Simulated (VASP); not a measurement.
Set up this calculation in VASP 6.6.1, as the native input.

* Task: single point
* Functional: PBEsol
* Potentials or basis: VASP PAW PBE potentials, release 64 (Al)
* Cutoff: 520 eV
* k mesh: 8 × 8 × 8
* Occupations: gaussian, width 0.1 eV
* Spin: no spin polarisation
* Dipole correction: no
* Further INCAR settings: ALGO = Fast; EDIFF = 1e-06; NBANDS = 8

The structure of Al lies in POSCAR:

```
Al
1.0
    0.0000000000      2.0194648466      2.0194648466
    2.0194648466      0.0000000000      2.0194648466
    2.0194648466      2.0194648466      0.0000000000
Al
1
Direct
    0.0000000000      0.0000000000      0.0000000000
```

These files were run (other wordings do the same):

INCAR

```
SYSTEM = Al
  PREC = Accurate
  ENCUT = 520
  EDIFF = 1E-6
  ISMEAR = 0
  SIGMA = 0.1
  LREAL = .FALSE.
  LASPH = .TRUE.
  NELM = 60
  ALGO = Fast
  ISIF = 2
  LWAVE = .FALSE.
  LCHARG = .TRUE.
  GGA = PS
  LELF = .TRUE.
  LVHAR = .TRUE.
  NBANDS = 8
```

KPOINTS

```
regular mesh
0
G
  8 8 8
  0 0 0
```

Potentials or basis: VASP PAW PBE potentials, release 64 (Al).

Launch:

```bash
$ cat potpaw_PBE.64/Al/POTCAR > POTCAR
$ mpirun -np 1 vasp_std > vasp.out
```

It gave:

```json
{
  "Pressure": "-1.2 GPa"
}
```

Caveat: the PAW data sets were made with another functional, which shifts forces and pressure a little.

Run time: 3.8 s on 1 thread of AMD EPYC 7R13 Processor (Zen 3) (shared host), peak memory 0.1 GiB.
